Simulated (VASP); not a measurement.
# SiNi (Pmmn) in VASP: a series of runs, part 3 of 3

VASP 6.6.1. Earlier steps stand in the parts before.

## Step 4: Single point, PBE, collinear spin, ferromagnetic start (volume scaled by 0.94)

Contents of INCAR:

```
ALGO = Normal ; EDIFF = 1E-6
ENCUT = 520 ; GGA = PE
ISIF = 2 ; ISMEAR = -1
ISPIN = 2 ; LASPH = True
LCHARG = False ; LMAXMIX = 4
LORBIT = 11 ; LREAL = False
LWAVE = False ; MAGMOM = 1 1 0 0
NBANDS = 26 ; NELM = 150
PREC = Accurate ; SIGMA = 0.05
```

Contents of KPOINTS:

```
k-points
0
Gamma
  9 8 6
```

Contents of POSCAR:

```
SiNi
1.0
    2.8826972597      0.0000000000      0.0000000000
    0.0000000000      3.2133613310      0.0000000000
    0.0000000000      0.0000000000      4.5819618704
Ni Si
2 2
Direct
    0.5000000000      0.5000000000      0.3424955900
    0.0000000000      0.0000000000      0.6575044100
    0.5000000000      0.5000000000      0.8431431600
    0.0000000000      0.0000000000      0.1568568400
```

Potentials or basis: VASP PAW PBE potentials, release 64 (Ni, Si).

Launch:

```bash
> cat potpaw_PBE.64/Ni/POTCAR potpaw_PBE.64/Si/POTCAR > POTCAR
> mpirun -np 1 vasp_std > vasp.out
```

OUTCAR:

```text
EDIFF = 1E-6
   ENCUT = 520
   GGA = PE
   ISIF = 2
   ISMEAR = -1
   ISPIN = 2
   LASPH = True
   LORBIT = 11
   LREAL = False
   NELM = 150
   PREC = Accurate

 ion  position               nearest neighbor table
   1  0.500  0.500  0.342-   3 2.29   3 2.29   4 2.32   4 2.32   4 2.32   4 2.32   2 2.60   2 2.60
                             2 2.60   2 2.60
   2  0.000  0.000  0.658-   4 2.29   4 2.29   3 2.32   3 2.32   3 2.32   3 2.32   1 2.60   1 2.60
                             1 2.60   1 2.60
   3  0.500  0.500  0.843-   1 2.29   1 2.29   2 2.32   2 2.32   2 2.32   2 2.32   4 2.59   4 2.59
                             4 2.59   4 2.59
   4  0.000  0.000  0.157-   2 2.29   2 2.29   1 2.32   1 2.32   1 2.32   1 2.32   3 2.59   3 2.59
                             3 2.59   3 2.59

  LATTYP: Found a simple orthorhombic cell.
 ALAT       =     2.8826972597
 B/A-ratio  =     1.1147064855
 C/A-ratio  =     1.5894703667

  Lattice vectors:

 A1 = (   2.8826972597,   0.0000000000,   0.0000000000)
 A2 = (   0.0000000000,   3.2133613310,   0.0000000000)
 A3 = (   0.0000000000,   0.0000000000,   4.5819618704)

Analysis of symmetry for initial positions (statically):
=====================================================================
 Subroutine PRICEL returns:
 Original cell was already a primitive cell.

 Routine SETGRP: Setting up the symmetry group for a
 simple orthorhombic supercell.

 Subroutine GETGRP returns: Found  8 space group operations
 (whereof  4 operations were pure point group operations)
 out of a pool of  8 trial point group operations.

The static configuration has the point symmetry C_2v.
 The point group associated with its full space group is D_2h.

Analysis of symmetry for dynamics (positions and initial velocities):
=====================================================================
 Subroutine PRICEL returns:
 Original cell was already a primitive cell.

 Routine SETGRP: Setting up the symmetry group for a
 simple orthorhombic supercell.

 Subroutine GETGRP returns: Found  8 space group operations
 (whereof  4 operations were pure point group operations)
[... 175 lines left out ...]
 cond. band min:      12.7703047638   @ k =   0.4444   0.5000   0.3333
 fundamental gap:      0.0669062330
 Fermi energy:        12.7599607259

 spin component 1

 k-point     1 :       0.0000    0.0000    0.0000
  band No.  band energies     occupation
      1      -1.9975      1.00000
      2       4.0732      1.00000
      3       5.6635      1.00000
      4       8.0139      1.00000
      5       8.6238      1.00000
      6       9.4777      1.00000
[... 685 lines left out ...]
     25      30.2062      0.00000
     26      30.2062      0.00000

 [... further k-points ...]

 spin component 2

 k-point     1 :       0.0000    0.0000    0.0000
  band No.  band energies     occupation
      1      -1.9975      1.00000
      2       4.0732      1.00000
      3       5.6636      1.00000
      4       8.0139      1.00000
      5       8.6238      1.00000
      6       9.4777      1.00000
[... 685 lines left out ...]
     25      30.2062      0.00000
     26      30.2062      0.00000

 [... further k-points ...]

------------------------ aborting loop because EDIFF is reached ----------------------------------------

  FORCE on cell =-STRESS in cart. coord.  units (eV):
  Direction    XX          YY          ZZ          XY          YZ          ZX
  --------------------------------------------------------------------------------------
  -------------------------------------------------------------------------------------
  Total        5.1836818      5.7144989      6.4630833      0.0000000      0.0000000      0.0000000
  in kB      195.6765803    215.7141646    243.9721575      0.0000000      0.0000000      0.0000000
  external PRESSURE =     218.4543008 kB  Pullay stress =       0.0000000 kB

 VOLUME and BASIS-vectors are now :
 -----------------------------------------------------------------------------
  energy-cutoff  :      520.00
  volume of cell :       42.44
      direct lattice vectors                 reciprocal lattice vectors
     2.882697260  0.000000000  0.000000000     0.346897336  0.000000000  0.000000000
     0.000000000  3.213361331  0.000000000     0.000000000  0.311200608  0.000000000
     0.000000000  0.000000000  4.581961870     0.000000000  0.000000000  0.218247124

 POSITION                                       TOTAL-FORCE (eV/Angst)
 -----------------------------------------------------------------------------------
      1.44135      1.60668      1.56930         0.000000      0.000000      0.258616
      0.00000      0.00000      3.01266         0.000000      0.000000     -0.258616
      1.44135      1.60668      3.86325         0.000000      0.000000      0.152933
      0.00000      0.00000      0.71871         0.000000      0.000000     -0.152933
 -----------------------------------------------------------------------------------
    total drift:                                0.000000      0.000000     -0.000000

  FREE ENERGIE OF THE ION-ELECTRON SYSTEM (eV)
  ---------------------------------------------------
  free  energy   TOTEN  =       -23.3530837534 eV

  energy  without entropy=      -23.3447974893  energy(sigma->0) =      -23.34894062

 total charge

# of ion       s       p       d       tot
------------------------------------------
    1        0.515   0.698   8.519   9.733
    2        0.515   0.698   8.519   9.733
    3        0.748   0.915   0.000   1.663
    4        0.748   0.915   0.000   1.663
--------------------------------------------------
tot          2.526   3.227  17.038  22.791

 magnetization (x)

# of ion       s       p       d       tot
------------------------------------------
    1       -0.000  -0.000  -0.000  -0.000
    2       -0.000  -0.000  -0.000  -0.000
    3       -0.000  -0.000   0.000  -0.000
    4       -0.000  -0.000   0.000  -0.000
--------------------------------------------------
tot         -0.000  -0.000  -0.000  -0.000
```

OSZICAR:

```text
N       E                     dE             d eps       ncg     rms          rms(c)
DAV:   1     0.151636051889E+03    0.15164E+03   -0.11897E+04 10480   0.130E+03
DAV:   2    -0.164314079487E+02   -0.16807E+03   -0.15491E+03 10482   0.267E+02
DAV:   3    -0.264761869335E+02   -0.10045E+02   -0.97019E+01 12330   0.728E+01
DAV:   4    -0.266797087973E+02   -0.20352E+00   -0.20297E+00 12316   0.949E+00
DAV:   5    -0.266848560529E+02   -0.51473E-02   -0.51463E-02 12762   0.159E+00    0.222E+01
DAV:   6    -0.308194812579E+02   -0.41346E+01   -0.41091E+01 12584   0.120E+02    0.247E+01
DAV:   7    -0.233832989196E+02    0.74362E+01   -0.16782E+01 12570   0.770E+01    0.393E+00
DAV:   8    -0.233949708652E+02   -0.11672E-01   -0.92497E-01 15272   0.901E+00    0.247E+00
DAV:   9    -0.233537021115E+02    0.41269E-01   -0.10707E-01 14046   0.480E+00    0.534E-01
DAV:  10    -0.233534355189E+02    0.26659E-03   -0.34947E-03 13004   0.513E-01    0.313E-01
DAV:  11    -0.233532256628E+02    0.20986E-03   -0.35791E-04 14990   0.208E-01    0.174E-01
DAV:  12    -0.233530885853E+02    0.13708E-03   -0.26658E-04 14042   0.276E-01    0.309E-02
DAV:  13    -0.233530872255E+02    0.13598E-05   -0.19524E-05 12752   0.367E-02    0.169E-02
DAV:  14    -0.233530850428E+02    0.21827E-05   -0.94103E-07  7914   0.137E-02    0.789E-03
DAV:  15    -0.233530837904E+02    0.12523E-05   -0.85772E-07  6042   0.109E-02    0.108E-03
DAV:  16    -0.233530837534E+02    0.36989E-07   -0.51533E-07  5638   0.719E-03
   1 F= -.23353084E+02 E0= -.23348941E+02  d E =-.828626E-02  mag=    -0.0000
```

stdout:

```text
POSCAR found type information on POSCAR NiSi
 POSCAR found :  2 types and       4 ions
 scaLAPACK will be used
 LDA part: xc-table for (Slater+PW92), standard interpolation
 POSCAR, INCAR and KPOINTS ok, starting setup
 FFT: planning ... GRIDC
 FFT: planning ... GRID_SOFT
 FFT: planning ... GRID
 WAVECAR not read
 entering main loop
```

It took 2 min on 1 thread of Intel Xeon Platinum 8488C (Sapphire Rapids), shared host; peak memory 0.28 GiB.

What came out:

| Quantity | Value |
| --- | --- |
| Free energy | -23.3531 eV |
| Pressure | 21.8 GPa |
| Largest force | 0.259 eV/Å |
| Band gap on the k mesh | zero (filled and empty bands overlap) |
| Net moment | 0.00 μB per cell |
| Valence electrons inside the program's atomic spheres | Ni 9.73; Si 1.66 |

Forces on the atoms (eV/Å):
```
Ni   0.000  0.000  0.259
Ni   0.000  0.000 -0.259
Si   0.000  0.000  0.153
Si   0.000  0.000 -0.153
```

Stress tensor (GPa, compression positive):
```
19.57  0.00  0.00
 0.00 21.57  0.00
 0.00  0.00 24.40
```

## Step 5: Single point, PBE, collinear spin, ferromagnetic start (volume scaled by 0.96)

Contents of INCAR:

```
SYSTEM = SiNi
PREC = Accurate
ENCUT = 520
EDIFF = 1E-6
ISMEAR = -1
SIGMA = 0.05
LREAL = .False.
LASPH = .True.
NELM = 150
ALGO = Normal
ISIF = 2
LWAVE = .False.
LCHARG = .False.
ISPIN = 2
MAGMOM = 1 1 0 0
LORBIT = 11
LMAXMIX = 4
GGA = PE
NBANDS = 26
```

Contents of KPOINTS:

```
regular mesh
0
Gamma
  9 8 6
  0 0 0
```

Contents of POSCAR:

```
SiNi
1.0
    2.9029986135      0.0000000000      0.0000000000
    0.0000000000      3.2359913818      0.0000000000
    0.0000000000      0.0000000000      4.6142302706
Ni Si
2 2
Direct
    0.5000000000      0.5000000000      0.3424955900
    0.0000000000      0.0000000000      0.6575044100
    0.5000000000      0.5000000000      0.8431431600
    0.0000000000      0.0000000000      0.1568568400
```

Launch:

```bash
> cat potpaw_PBE.64/Ni/POTCAR potpaw_PBE.64/Si/POTCAR > POTCAR
> mpirun -np 1 vasp_std > vasp.out
```

Wall time 2.1 min (1 thread of Intel Xeon Platinum 8488C (Sapphire Rapids), shared host); peak memory 0.28 GiB.

Results (log left out):

```
Free energy                                           : -23.4601 eV
Pressure                                              : 16.3 GPa
Largest force                                         : 0.189 eV/Å
Band gap on the k mesh                                : zero (filled and empty bands overlap)
Net moment                                            : 0.00 μB per cell
Valence electrons inside the program's atomic spheres : Ni 9.68; Si 1.65
```

Forces on the atoms (eV/Å):
```
Ni   0.000  0.000  0.189
Ni   0.000  0.000 -0.189
Si   0.000  0.000  0.106
Si   0.000  0.000 -0.106
```

Stress tensor (GPa, compression positive):
```
14.77  0.00  0.00
 0.00 16.22  0.00
 0.00  0.00 17.82
```

Levels at points of the mesh, in eV from the Fermi level:
Spin up:
| k point | band 10 | band 11 | band 12 | band 13 | band 14 | band 15 | band 16 | band 17 | band 18 | band 19 |
| --- | --- | --- | --- | --- | --- | --- | --- | --- | --- | --- |
| (0.00, 0.00, 0.00) | -2.87 | -2.48 | -2.16 | -2.14 | -1.43 | 1.29 | 2.88 | 5.38 | 5.71 | 7.57 |
| (0.00, 0.50, 0.00) | -2.96 | -2.40 | -2.40 | -2.34 | -2.34 | 1.26 | 1.26 | 5.16 | 5.16 | 8.08 |
| (0.00, 0.00, 0.50) | -2.94 | -2.87 | -2.21 | 1.14 | 1.63 | 2.02 | 2.56 | 3.03 | 3.77 | 4.66 |
| (0.00, 0.50, 0.50) | -2.73 | -2.19 | -2.19 | -2.17 | -2.17 | 5.38 | 5.38 | 5.59 | 5.59 | 7.34 |
Spin down:
```tsv
k point	band 12	band 13	band 14	band 15	band 16	band 17
(0.00, 0.00, 0.00)	-2.16	-2.14	-1.43	1.29	2.88	5.38
(0.00, 0.50, 0.00)	-2.40	-2.34	-2.34	1.26	1.26	5.16
(0.00, 0.00, 0.50)	-2.21	1.14	1.63	2.02	2.56	3.03
(0.00, 0.50, 0.50)	-2.19	-2.17	-2.17	5.38	5.38	5.59
```

## Step 6: Single point, PBE, collinear spin, ferromagnetic start (volume scaled by 1.02)

Contents of INCAR:

```
PREC = Accurate
ENCUT = 520
EDIFF = 1E-6
ISMEAR = -1
SIGMA = 0.05
LREAL = False
LASPH = True
NELM = 150
ALGO = Normal
ISIF = 2
LWAVE = False
LCHARG = False
ISPIN = 2
MAGMOM = 1 1 0 0
LORBIT = 11
LMAXMIX = 4
GGA = PE
NBANDS = 26
```

Contents of KPOINTS:

```
regular mesh
0
Gamma
  9 8 6
```

Contents of POSCAR:

```
SiNi
1.0
    2.9622597754      0.0000000000      0.0000000000
    0.0000000000      3.3020501833      0.0000000000
    0.0000000000      0.0000000000      4.7084241314
Ni Si
2 2
Direct
    0.5000000000      0.5000000000      0.3424955900
    0.0000000000      0.0000000000      0.6575044100
    0.5000000000      0.5000000000      0.8431431600
    0.0000000000      0.0000000000      0.1568568400
```

Potentials or basis: VASP PAW PBE potentials, release 64 (Ni, Si).

Launch:

```bash
> cat potpaw_PBE.64/Ni/POTCAR potpaw_PBE.64/Si/POTCAR > POTCAR
> mpirun -np 1 vasp_std > vasp.out
```

Wall time 2.6 min (1 thread of Intel Xeon Platinum 8488C (Sapphire Rapids), shared host); peak memory 0.29 GiB.

Results (log left out):

- Free energy: -23.6144 eV
- Pressure: 2.8 GPa
- Largest force: 0.014 eV/Å
- Band gap on the k mesh: zero (filled and empty bands overlap)
- Net moment: 0.00 μB per cell
- Valence electrons inside the program's atomic spheres: Ni 9.55; Si 1.61

Forces in eV/Å, atoms in the order of the input:
```
Ni   0.000  0.000  0.006
Ni   0.000  0.000 -0.006
Si   0.000  0.000 -0.014
Si   0.000  0.000  0.014
```

Stress tensor (GPa, compression positive):
```
3.11 0.00 0.00
0.00 3.19 0.00
0.00 0.00 1.96
```

Levels at points of the mesh, in eV from the Fermi level:
Spin up:
| k point | band 11 | band 12 | band 13 | band 14 | band 15 | band 16 | band 17 | band 18 |
| --- | --- | --- | --- | --- | --- | --- | --- | --- |
| (0.00, 0.00, 0.00) | -2.28 | -1.98 | -1.97 | -1.33 | 1.24 | 2.66 | 5.09 | 5.49 |
| (0.00, 0.50, 0.00) | -2.21 | -2.21 | -2.15 | -2.15 | 1.13 | 1.13 | 4.92 | 4.92 |
| (0.00, 0.00, 0.50) | -2.64 | -2.03 | 1.07 | 1.62 | 2.00 | 2.37 | 2.85 | 3.53 |
| (0.00, 0.50, 0.50) | -2.02 | -2.02 | -1.99 | -1.99 | 5.17 | 5.17 | 5.33 | 5.33 |
Spin down:
```
           k point  band 12  band 13  band 14  band 15  band 16  band 17
(0.00, 0.00, 0.00)    -1.98    -1.97    -1.33     1.24     2.66     5.09
(0.00, 0.50, 0.00)    -2.21    -2.15    -2.15     1.13     1.13     4.92
(0.00, 0.00, 0.50)    -2.03     1.07     1.62     2.00     2.37     2.85
(0.00, 0.50, 0.50)    -2.02    -1.99    -1.99     5.17     5.17     5.33
```

## Step 7: The runs side by side

```csv
level,potentials or basis,cell,gap on the mesh (eV),pressure (GPa),moment (μB),largest force (eV/Å)
LDA,"VASP PAW LDA potentials, release 64 (Ni, Si)","a = 2.981, b = 3.323, c = 4.739 Å, 4 atoms",none,-11.4,0.00,0.30
BLYP,"VASP PAW PBE potentials, release 64 (Ni, Si)","a = 2.981, b = 3.323, c = 4.739 Å, 4 atoms",none,8.3,0.00,0.22
PBE,"VASP PAW PBE potentials, release 64 (Ni, Si)","a = 2.883, b = 3.213, c = 4.582 Å, 4 atoms",none,21.8,0.00,0.26
PBE,"VASP PAW PBE potentials, release 64 (Ni, Si)","a = 2.903, b = 3.236, c = 4.614 Å, 4 atoms",none,16.3,0.00,0.19
PBE,"VASP PAW PBE potentials, release 64 (Ni, Si)","a = 2.962, b = 3.302, c = 4.708 Å, 4 atoms",none,2.8,0.00,0.01
```

Alike in all rows: task single point; spin collinear, ferromagnetic start; k mesh 9 × 8 × 6; cutoff (eV) 520; smearing fermi-dirac 0.05 eV.

Caveats: the PAW data sets were made with another functional, which shifts forces and pressure a little (some runs).

Absolute energies hang on the potentials; compare differences alone.
